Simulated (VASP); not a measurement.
**SiMo3: single point with PBE**

The system is SiMo3.

```
Si Mo
1.0
     4.82687    0.00000    0.00000
     0.00000    4.82687    0.00000
     0.00000    0.00000    4.82687
Si Mo
2 6
Direct
  0.00000 0.00000 0.00000
  0.50000 0.50000 0.50000
  0.25000 0.00000 0.50000
  0.50000 0.75000 0.00000
  0.75000 0.00000 0.50000
  0.50000 0.25000 0.00000
  0.00000 0.50000 0.75000
  0.00000 0.50000 0.25000
```

```yaml
Program: VASP 6.6.1
Task: single point
Functional: PBE
Potentials_or_basis: VASP PAW PBE potentials, release 64 (Si, Mo_sv)
Cutoff: 520 eV
k_mesh: 10 × 10 × 10
Occupations: fermi-dirac, width 0.05 eV
Spin: no spin polarisation
```

* Pressure: 14.1 GPa
* Band gap on the k mesh: zero (bands 46 and 47 overlap by 2.51 eV)

Levels at points of the mesh, in eV from the Fermi level:
```
           k point  band 42  band 43  band 44  band 45  band 46  band 47  band 48  band 49  band 50  band 51
(0.00, 0.00, 0.00)    -2.29    -1.65    -1.65     1.31     1.31     1.31     2.27     2.49     2.49     2.77
(0.50, 0.00, 0.00)    -2.59    -1.75    -1.75     0.28     0.28     0.95     0.95     1.58     1.58     1.64
(0.50, 0.50, 0.00)    -1.33    -1.21    -0.89    -0.89    -0.77    -0.75    -0.57    -0.10     0.28     0.84
(0.50, 0.50, 0.50)    -1.88    -1.21    -1.21    -1.21    -1.21    -1.21    -1.21     1.32     1.32     1.32
```

It took 3.3 min on 1 thread of Intel(R) Xeon(R) Platinum 8488C (Sapphire Rapids), with other jobs on the host, peak memory 0.36 GiB.

Caveat: the cell stands under pressure.
